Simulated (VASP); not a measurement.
# ZnCu (Pm-3m) in VASP: settings compared, part 2 of 2

VASP 6.6.1.

## (3) Single point, LDA

This run uses another cell than the first one, of 12.52 Å³/atom.

File INCAR:

```
SYSTEM = ZnCu
PREC = Accurate
ENCUT = 820
EDIFF = 1E-6
ISMEAR = -1
SIGMA = 0.05
LREAL = .FALSE.
LASPH = .TRUE.
NELM = 120
ALGO = Normal
ISIF = 2
LWAVE = .FALSE.
LCHARG = .FALSE.
GGA = CA
NBANDS = 22
GGA_COMPAT = .FALSE.
```

File KPOINTS:

```
regular mesh
0
G
  9 9 9
  0 0 0
```

File POSCAR:

```
ZnCu
1.0
    2.9252343038      0.0000000000      0.0000000000
    0.0000000000      2.9252343038      0.0000000000
    0.0000000000      0.0000000000      2.9252343038
Zn Cu
1 1
Direct
    0.5000000000      0.5000000000      0.5000000000
    0.0000000000      0.0000000000      0.0000000000
```

Potentials or basis: VASP PAW LDA potentials, release 64 (Zn, Cu_sv_GW).

On the command line:

```console
$ cat potpaw_LDA.64/Zn/POTCAR potpaw_LDA.64/Cu_sv_GW/POTCAR > POTCAR
$ mpirun -np 1 vasp_std > vasp.out
```

OUTCAR:

```text
SYSTEM = ZnCu
   PREC = Accurate
   ENCUT = 820
   EDIFF = 1E-6
   ISMEAR = -1
   LREAL = .FALSE.
   LASPH = .TRUE.
   NELM = 120
   ISIF = 2
   GGA = CA

 ion  position               nearest neighbor table
   1  0.500  0.500  0.500-   2 2.53   2 2.53   2 2.53   2 2.53   2 2.53   2 2.53   2 2.53   2 2.53

   2  0.000  0.000  0.000-   1 2.53   1 2.53   1 2.53   1 2.53   1 2.53   1 2.53   1 2.53   1 2.53

  LATTYP: Found a simple cubic cell.
 ALAT       =     2.9252343038

  Lattice vectors:

 A1 = (   2.9252343038,   0.0000000000,   0.0000000000)
 A2 = (   0.0000000000,   2.9252343038,   0.0000000000)
 A3 = (   0.0000000000,   0.0000000000,   2.9252343038)

Analysis of symmetry for initial positions (statically):
=====================================================================
 Subroutine PRICEL returns:
 Original cell was already a primitive cell.

 Routine SETGRP: Setting up the symmetry group for a
 simple cubic supercell.

 Subroutine GETGRP returns: Found 48 space group operations
 (whereof 48 operations were pure point group operations)
 out of a pool of 48 trial point group operations.

The static configuration has the point symmetry O_h .

Analysis of symmetry for dynamics (positions and initial velocities):
=====================================================================
 Subroutine PRICEL returns:
 Original cell was already a primitive cell.

 Routine SETGRP: Setting up the symmetry group for a
 simple cubic supercell.

 Subroutine GETGRP returns: Found 48 space group operations
 (whereof 48 operations were pure point group operations)
 out of a pool of 48 trial point group operations.

The dynamic configuration has the point symmetry O_h .

 Subroutine INISYM returns: Found 48 space group operations
 (whereof 48 operations are pure point group operations),
 and found     1 'primitive' translations

[... 101 lines left out ...]
   ISYM   =      2    0-nonsym 1-usesym 2-fastsym
   POTIM  = 0.5000    time-step for ionic-motion
   TEBEG  =    0.0;   TEEND  =   0.0 temperature during run
   PSTRESS=    0.0 pullay stress
   NELECT =      31.0000    total number of electrons
   NUPDOWN=      -1.0000    fix difference up-down
   EMIN   =  10.00;   EMAX   =-10.00  energy-range for DOS
   EFERMI =   0.00;   METHOD = LEGACY
   ISMEAR =    -1;   SIGMA  =   0.05  broadening in eV -4-tet -1-fermi 0-gaus
   EFERMI_NEDOS =   21; number of points for ismear=-14 and -15
   IALGO  =     38    algorithm
   IMIX   =      4    mixing-type and parameters
     AMIX     =   0.40;   BMIX     =  1.00
     AMIX_MAG =   1.60;   BMIX_MAG =  1.00
  volume/ion in A,a.u.               =      12.52        84.46
  Fermi-wavevector in a.u.,A,eV,Ry     =   1.758064  3.322260 42.052749  3.090790
  Thomas-Fermi vector in A             =   2.827296
   LORBIT       =      0    0 simple, 1 ext, 2 COOP (PROOUT), +10 PAW based schemes
   GGA     = CA    functional components
   LHFCALC =     F    Hartree Fock is set to
   AEXX    =    0.0000 exact exchange contribution
   IVDW    =     0    specifies the selected vdW correction
   LEPSILON=     F    determine dielectric tensor
   LRPA    =     F    only Hartree local field effects (RPA)
 non-spin polarized calculation
  energy-cutoff  :      820.00
  volume of cell :       25.03
 maximum number of plane-waves:      1357
 NGX is ok and might be reduce to    28
   NGX = 13   NGY = 13   NGZ = 13

 number of electron      30.9999997 magnetization

 Free energy of the ion-electron system (eV)
  ---------------------------------------------------
  ext. energy  EPLUGINS =         0.00000000
  ---------------------------------------------------
  free energy    TOTEN  =        -6.90227584 eV

  energy without entropy =       -6.89823486  energy(sigma->0) =       -6.90025535

 E-fermi :   5.4986     XC(G=0): -13.2136

 val. band max:        5.4213716149   @ k =   0.3333   0.3333   0.0000
 cond. band min:       5.6228092980   @ k =   0.4444   0.4444   0.2222
 fundamental gap:      0.2014376832
 Fermi energy:         5.4986209422

 k-point     1 :       0.0000    0.0000    0.0000
  band No.  band energies     occupation
      1    -106.5286      2.00000
      2     -64.4866      2.00000
      3     -64.4866      2.00000
      4     -64.4866      2.00000
      5      -5.0843      2.00000
      6      -2.5433      2.00000
[... 589 lines left out ...]
     21      20.8655      0.00000
     22      21.9880      0.00000

 [... further k-points ...]
[... 5 lines left out ...]
  --------------------------------------------------------------------------------------
  -------------------------------------------------------------------------------------
  Total       -1.2423507     -1.2423507     -1.2423507      0.0000000      0.0000000     -0.0000000
  in kB      -79.5193463    -79.5193463    -79.5193463      0.0000000      0.0000000     -0.0000000
  external PRESSURE =     -79.5193463 kB  Pullay stress =       0.0000000 kB

 VOLUME and BASIS-vectors are now :
 -----------------------------------------------------------------------------
  energy-cutoff  :      820.00
  volume of cell :       25.03
      direct lattice vectors                 reciprocal lattice vectors
     2.925234304  0.000000000  0.000000000     0.341852958  0.000000000  0.000000000
     0.000000000  2.925234304  0.000000000     0.000000000  0.341852958  0.000000000
     0.000000000  0.000000000  2.925234304     0.000000000  0.000000000  0.341852958

 POSITION                                       TOTAL-FORCE (eV/Angst)
 -----------------------------------------------------------------------------------
      1.46262      1.46262      1.46262         0.000000      0.000000      0.000000
      0.00000      0.00000      0.00000         0.000000      0.000000      0.000000
 -----------------------------------------------------------------------------------
    total drift:                               -0.000000      0.000000      0.000000

  FREE ENERGIE OF THE ION-ELECTRON SYSTEM (eV)
  ---------------------------------------------------
  free  energy   TOTEN  =        -6.9022758443 eV

  energy  without entropy=       -6.8982348645  energy(sigma->0) =       -6.90025535
```

stdout:

```text
POSCAR found type information on POSCAR ZnCu
 POSCAR found :  2 types and       2 ions
 scaLAPACK will be used
 LDA part: xc-table for (Slater(with rela. corr.)+CA(PZ))
 , standard interpolation
 POSCAR, INCAR and KPOINTS ok, starting setup
 FFT: planning ... GRIDC
 FFT: planning ... GRID_SOFT
 FFT: planning ... GRID
 WAVECAR not read
 entering main loop
```

It took 15 s on 1 thread of Intel Xeon 6975P-C (Granite Rapids), shared host; peak memory 0.18 GiB.

Results:

```yaml
Free_energy: -6.9023 eV
Pressure: -8.0 GPa
Band_gap_on_the_k_mesh: zero (an odd number of electrons rules out a gap without spin polarisation)
```

Caveat: the cell stands under tension.

The gap in the log of VASP goes by the Fermi energy; the results here count the filled bands.